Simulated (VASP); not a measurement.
# K (Im-3m) in VASP: a series of runs, part 2 of 2

VASP 6.6.1.

**4. Single point, PBE**

This run uses another cell than the first one, of 43.75 Å³/atom.

The input, INCAR:

```
SYSTEM = K
ALGO = Normal
EDIFF = 1E-6
ENCUT = 520
GGA = PE
ISIF = 2
ISMEAR = 0
LASPH = .TRUE.
LCHARG = .TRUE.
LELF = .TRUE.
LREAL = .FALSE.
LVHAR = .TRUE.
LWAVE = .FALSE.
NBANDS = 10
NELM = 100
PREC = Accurate
SIGMA = 0.1
```

The input, KPOINTS:

```
k-points
0
G
  12 12 12
  0 0 0
```

The input, POSCAR:

```
K
1.0
   -2.2198024043      2.2198024043      2.2198024043
    2.2198024043     -2.2198024043      2.2198024043
    2.2198024043      2.2198024043     -2.2198024043
K
1
Direct
    0.0000000000      0.0000000000      0.0000000000
```

Potentials or basis: VASP PAW PBE potentials, release 64 (K_sv).

Launch:

```bash
> cat potpaw_PBE.64/K_sv/POTCAR > POTCAR
> mpirun -np 1 vasp_std > vasp.out
```

OUTCAR:

```text
SYSTEM = K
   EDIFF = 1E-6
   ENCUT = 520
   GGA = PE
   ISIF = 2
   ISMEAR = 0
   LASPH = .TRUE.
   LREAL = .FALSE.
   NELM = 100
   PREC = Accurate

 ion  position               nearest neighbor table
   1  0.000  0.000  0.000-

  LATTYP: Found a body centered cubic cell.
 ALAT       =     4.4396048086

  Lattice vectors:

 A1 = (  -2.2198024043,   2.2198024043,   2.2198024043)
 A2 = (   2.2198024043,  -2.2198024043,   2.2198024043)
 A3 = (   2.2198024043,   2.2198024043,  -2.2198024043)

Analysis of symmetry for initial positions (statically):
=====================================================================
 Subroutine PRICEL returns:
 Original cell was already a primitive cell.

 Routine SETGRP: Setting up the symmetry group for a
 body centered cubic supercell.

 Subroutine GETGRP returns: Found 48 space group operations
 (whereof 48 operations were pure point group operations)
 out of a pool of 48 trial point group operations.

The static configuration has the point symmetry O_h .

Analysis of symmetry for dynamics (positions and initial velocities):
=====================================================================
 Subroutine PRICEL returns:
 Original cell was already a primitive cell.

 Routine SETGRP: Setting up the symmetry group for a
 body centered cubic supercell.

 Subroutine GETGRP returns: Found 48 space group operations
 (whereof 48 operations were pure point group operations)
 out of a pool of 48 trial point group operations.

The dynamic configuration has the point symmetry O_h .

 Subroutine INISYM returns: Found 48 space group operations
 (whereof 48 operations are pure point group operations),
 and found     1 'primitive' translations

----------------------------------------------------------------------------------------

                                     Primitive cell

  volume of cell :      43.7525

  direct lattice vectors                    reciprocal lattice vectors
    -2.219802404  2.219802404  2.219802404     0.000000000  0.225245274  0.225245274
     2.219802404 -2.219802404  2.219802404     0.225245274  0.000000000  0.225245274
     2.219802404  2.219802404 -2.219802404     0.225245274  0.225245274  0.000000000

  length of vectors
     3.844810547  3.844810547  3.844810547     0.318544921  0.318544921  0.318544921

  position of ions in fractional coordinates (direct lattice)
     0.000000000  0.000000000  0.000000000

  ion indices of the primitive-cell ions
   primitive index   ion index
                 1           1

----------------------------------------------------------------------------------------

 KPOINTS: k-points

Automatic generation of k-mesh.
 Grid dimensions read from file:
 generate k-points for:   12   12   12

 Generating k-lattice:

  Cartesian coordinates                     Fractional coordinates (reciprocal lattice)
     0.000000000  0.018770439  0.018770439     0.083333333  0.000000000  0.000000000
     0.018770439  0.000000000  0.018770439     0.000000000  0.083333333  0.000000000
     0.018770439  0.018770439  0.000000000     0.000000000  0.000000000  0.083333333

  Length of vectors
     0.026545410  0.026545410  0.026545410

  Shift w.r.t. Gamma in fractional coordinates (k-lattice)
     0.000000000  0.000000000  0.000000000

 Subroutine IBZKPT returns following result:
 ===========================================

 Found     72 irreducible k-points:

 Following reciprocal coordinates:
            Coordinates               Weight
  0.000000  0.000000  0.000000      1.000000
  0.083333  0.000000  0.000000     12.000000
  0.166667  0.000000  0.000000     12.000000
  0.250000  0.000000  0.000000     12.000000
  0.333333  0.000000  0.000000     12.000000
  0.416667  0.000000  0.000000     12.000000
[... 16 lines left out ...]
  0.333333  0.083333  0.083333     24.000000
  0.416667  0.083333  0.083333     12.000000
 [... further k-points ...]
   k-points           NKPTS =     72   k-points in BZ     NKDIM =     72   number of bands    NBANDS=     10
   number of dos      NEDOS =    301   number of ions     NIONS =      1
   total plane-waves  NPLWV =  27000
   dimension x,y,z NGX =    30 NGY =   30 NGZ =   30
   dimension x,y,z NGXF=    60 NGYF=   60 NGZF=   60
   ions per type =               1
   NGX,Y,Z   is equivalent  to a cutoff of  12.97, 12.97, 12.97 a.u.
   NGXF,Y,Z  is equivalent  to a cutoff of  25.94, 25.94, 25.94 a.u.
 SYSTEM =  K
   PREC   = accura    normal or accurate (medium, high low for compatibility)
   ISTART =      0    job   : 0-new  1-cont  2-samecut
   ICHARG =      2    charge: 1-file 2-atom 10-const
   ISPIN  =      1    spin polarized calculation?
   LNONCOLLINEAR =      F non collinear calculations
   LSORBIT =      F    spin-orbit coupling
   LASPH  =      T    aspherical Exc in radial PAW
   ENCUT  =  520.0 eV  38.22 Ry    6.18 a.u.   7.15  7.15  7.15*2*pi/ulx,y,z
   NELM   =    100;   NELMIN=  2; NELMDL= -5     # of ELM steps
   EDIFF  = 0.1E-05   stopping-criterion for ELM
   LREAL  =      F    real-space projection
   EDIFFG = 0.1E-04   stopping-criterion for IOM
   NSW    =      0    number of steps for IOM
   IBRION =     -1    ionic relax: 0-MD 1-quasi-New 2-CG
   NFREE  =      0    steps in history (QN), initial steepest desc. (CG)
   ISIF   =      2    stress and relaxation
   ISYM   =      2    0-nonsym 1-usesym 2-fastsym
   POTIM  = 0.5000    time-step for ionic-motion
   TEBEG  =    0.0;   TEEND  =   0.0 temperature during run
   PSTRESS=    0.0 pullay stress
   NELECT =       9.0000    total number of electrons
   NUPDOWN=      -1.0000    fix difference up-down
   EMIN   =  10.00;   EMAX   =-10.00  energy-range for DOS
   EFERMI =   0.00;   METHOD = LEGACY
   ISMEAR =     0;   SIGMA  =   0.10  broadening in eV -4-tet -1-fermi 0-gaus
   EFERMI_NEDOS =   21; number of points for ismear=-14 and -15
   IALGO  =     38    algorithm
   IMIX   =      4    mixing-type and parameters
     AMIX     =   0.40;   BMIX     =  1.00
     AMIX_MAG =   1.60;   BMIX_MAG =  1.00
  volume/ion in A,a.u.               =      43.75       295.26
  Fermi-wavevector in a.u.,A,eV,Ry     =   0.966395  1.826222 12.706744  0.933919
  Thomas-Fermi vector in A             =   2.096193
   LORBIT       =      0    0 simple, 1 ext, 2 COOP (PROOUT), +10 PAW based schemes
   GGA     = PE    functional components
   LHFCALC =     F    Hartree Fock is set to
   AEXX    =    0.0000 exact exchange contribution
   IVDW    =     0    specifies the selected vdW correction
   LEPSILON=     F    determine dielectric tensor
   LRPA    =     F    only Hartree local field effects (RPA)
 non-spin polarized calculation
 Gauss-broadening in eV      SIGMA  =   0.10
  energy-cutoff  :      520.00
  volume of cell :       43.75
 maximum number of plane-waves:      1205
 NGX is ok and might be reduce to    30
   NGX = 15   NGY = 15   NGZ = 15

 number of electron       9.0000001 magnetization

 Free energy of the ion-electron system (eV)
  ---------------------------------------------------
  ext. energy  EPLUGINS =         0.00000000
  ---------------------------------------------------
  free energy    TOTEN  =        -0.73971193 eV

  energy without entropy =       -0.73513992  energy(sigma->0) =       -0.73742593

 E-fermi :   1.4363     XC(G=0):  -7.0848

 val. band max:        1.4049612571   @ k =  -0.3333   0.4167   0.1667
 cond. band min:       1.4445110422   @ k =   0.2500   0.2500   0.0000
 fundamental gap:      0.0395497851
 Fermi energy:         1.4363011663

 k-point     1 :       0.0000    0.0000    0.0000
  band No.  band energies     occupation
      1     -30.6335      2.00000
      2     -13.9646      2.00000
      3     -13.9646      2.00000
      4     -13.9646      2.00000
      5      -1.5427      2.00000
      6       6.0681      0.00000
      7       6.0681      0.00000
      8       6.0681      0.00000
      9       7.3880      0.00000
     10       7.3880      0.00000
[... 287 lines left out ...]
 k-point    24 :       0.4167    0.0833    0.0833
  band No.  band energies     occupation
      1     -30.5909      2.00000
      2     -14.3084      2.00000
      3     -14.0942      2.00000
      4     -13.9918      2.00000
      5       1.9340      0.00000
      6       2.6314      0.00000
      7       4.1957      0.00000
      8       7.4478      0.00000
      9       8.1358      0.00000
     10       9.2456      0.00000

 [... further k-points ...]

------------------------ aborting loop because EDIFF is reached ----------------------------------------

  FORCE on cell =-STRESS in cart. coord.  units (eV):
  Direction    XX          YY          ZZ          XY          YZ          ZX
  --------------------------------------------------------------------------------------
  -------------------------------------------------------------------------------------
  Total        1.3584768      1.3584768      1.3584768     -0.0000000     -0.0000000      0.0000000
  in kB       49.7461936     49.7461936     49.7461936     -0.0000000     -0.0000000      0.0000000
  external PRESSURE =      49.7461936 kB  Pullay stress =       0.0000000 kB

 VOLUME and BASIS-vectors are now :
 -----------------------------------------------------------------------------
  energy-cutoff  :      520.00
  volume of cell :       43.75
      direct lattice vectors                 reciprocal lattice vectors
    -2.219802404  2.219802404  2.219802404     0.000000000  0.225245274  0.225245274
     2.219802404 -2.219802404  2.219802404     0.225245274  0.000000000  0.225245274
     2.219802404  2.219802404 -2.219802404     0.225245274  0.225245274  0.000000000

 POSITION                                       TOTAL-FORCE (eV/Angst)
 -----------------------------------------------------------------------------------
      0.00000      0.00000      0.00000        -0.000000     -0.000000      0.000000
 -----------------------------------------------------------------------------------
    total drift:                               -0.000000     -0.000000      0.000000

  FREE ENERGIE OF THE ION-ELECTRON SYSTEM (eV)
  ---------------------------------------------------
  free  energy   TOTEN  =        -0.7397119300 eV

  energy  without entropy=       -0.7351399229  energy(sigma->0) =       -0.73742593
```

OSZICAR:

```text
N       E                     dE             d eps       ncg     rms          rms(c)
DAV:   1     0.491123590653E+02    0.49112E+02   -0.40186E+03  1440   0.752E+02
DAV:   2     0.824879088943E+00   -0.48287E+02   -0.47520E+02  1562   0.207E+02
DAV:   3    -0.697069006770E+00   -0.15219E+01   -0.15126E+01  2146   0.286E+01
DAV:   4    -0.739599960656E+00   -0.42531E-01   -0.42448E-01  1888   0.412E+00
DAV:   5    -0.741100522405E+00   -0.15006E-02   -0.14989E-02  2208   0.466E-01    0.402E+00
DAV:   6    -0.738986397707E+00    0.21141E-02   -0.64896E-03  1814   0.655E-01    0.259E+00
DAV:   7    -0.739850283043E+00   -0.86389E-03   -0.10663E-02  1892   0.761E-01    0.140E-01
DAV:   8    -0.739700525652E+00    0.14976E-03   -0.15843E-03  1742   0.408E-01    0.388E-02
DAV:   9    -0.739711772914E+00   -0.11247E-04   -0.44559E-05  1960   0.463E-02    0.196E-02
DAV:  10    -0.739711929974E+00   -0.15706E-06   -0.53134E-06  1852   0.200E-02
   1 F= -.73971193E+00 E0= -.73742593E+00  d E =-.457201E-02
```

stdout:

```text
POSCAR found type information on POSCAR K
 POSCAR found :  1 types and       1 ions
 scaLAPACK will be used
 LDA part: xc-table for (Slater+PW92), standard interpolation
 POSCAR, INCAR and KPOINTS ok, starting setup
 FFT: planning ... GRIDC
 FFT: planning ... GRID_SOFT
 FFT: planning ... GRID
 WAVECAR not read
 entering main loop
```

It took 30 s on 1 thread of Intel Xeon Platinum 8259CL at 2.50GHz (Skylake/Cascade Lake), shared host; peak memory 0.18 GiB.

Results:

- Free energy: -0.7397 eV
- Pressure: 5.0 GPa
- Band gap on the k mesh: zero (an odd number of electrons rules out a gap without spin polarisation)

Levels at points of the mesh, in eV from the Fermi level:
```
           k point  band 1  band 2  band 3  band 4  band 5  band 6  band 7  band 8
(0.00, 0.00, 0.00)  -32.07  -15.40  -15.40  -15.40   -2.98    4.63    4.63    4.63
(0.50, 0.00, 0.00)  -32.03  -15.77  -15.51  -15.40    0.23    1.16    3.10    5.90
(0.50, 0.50, 0.50)  -32.00  -15.65  -15.65  -15.65    1.10    1.10    5.25    5.25
```

Caveat: the cell stands under pressure.

**5. Single point, PBE**

This run uses another cell than the first one, of 35.61 Å³/atom.

The input, INCAR:

```
  ALGO = Fast
  EDIFF = 1E-6
  ENCUT = 520
  GGA = PE
  ISIF = 2
  ISMEAR = 0
  LASPH = T
  LCHARG = T
  LELF = T
  LREAL = F
  LVHAR = T
  LWAVE = F
  NBANDS = 10
  NELM = 100
  PREC = Accurate
  SIGMA = 0.1
```

The input, KPOINTS:

```
k-points
0
Gamma
  14 14 14
```

The input, POSCAR:

```
K
1.0
   -2.0725873208      2.0725873208      2.0725873208
    2.0725873208     -2.0725873208      2.0725873208
    2.0725873208      2.0725873208     -2.0725873208
K
1
Direct
    0.0000000000      0.0000000000      0.0000000000
```

Launch:

```bash
> cat potpaw_PBE.64/K_sv/POTCAR > POTCAR
> mpirun -np 1 vasp_std > vasp.out
```

Run time: 42 s. Hardware: 1 thread of Intel Xeon Platinum 8259CL at 2.50GHz (Skylake/Cascade Lake), shared host; peak memory 0.17 GiB.

It converged, with:

```yaml
Free_energy: -0.3745 eV
Pressure: 10.0 GPa
Band_gap_on_the_k_mesh: zero (an odd number of electrons rules out a gap without spin polarisation)
```

Levels at points of the mesh, in eV from the Fermi level:
```
           k point  band 2  band 3  band 4  band 5  band 6  band 7
(0.00, 0.00, 0.00)  -15.43  -15.43  -15.43   -3.30    4.64    4.64
(0.50, 0.00, 0.00)  -16.09  -15.62  -15.44    0.00    1.56    2.90
(0.50, 0.50, 0.50)  -15.86  -15.86  -15.86    0.66    0.66    6.23
```

Caveat: the cell stands under pressure.

**6. Summary**

| cell | k mesh | gap on the mesh (eV) | pressure (GPa) |
| --- | --- | --- | --- |
| a = 2.891 Å, angles 109.5°, 1 atom | 16 × 16 × 16 | none | 40.7 |
| a = 3.296 Å, angles 109.5°, 1 atom | 14 × 14 × 14 | none | 20.1 |
| a = 3.845 Å, angles 109.5°, 1 atom | 12 × 12 × 12 | none | 5.0 |
| a = 3.590 Å, angles 109.5°, 1 atom | 14 × 14 × 14 | none | 10.0 |

Alike in all rows: task single point; level PBE; potentials or basis VASP PAW PBE potentials, release 64 (K_sv); no spin polarisation; cutoff (eV) 520; smearing gaussian 0.1 eV.

Caveats: the cell stands under pressure.

Total energies depend on the potentials used, so only differences within one code and one set of settings carry meaning.
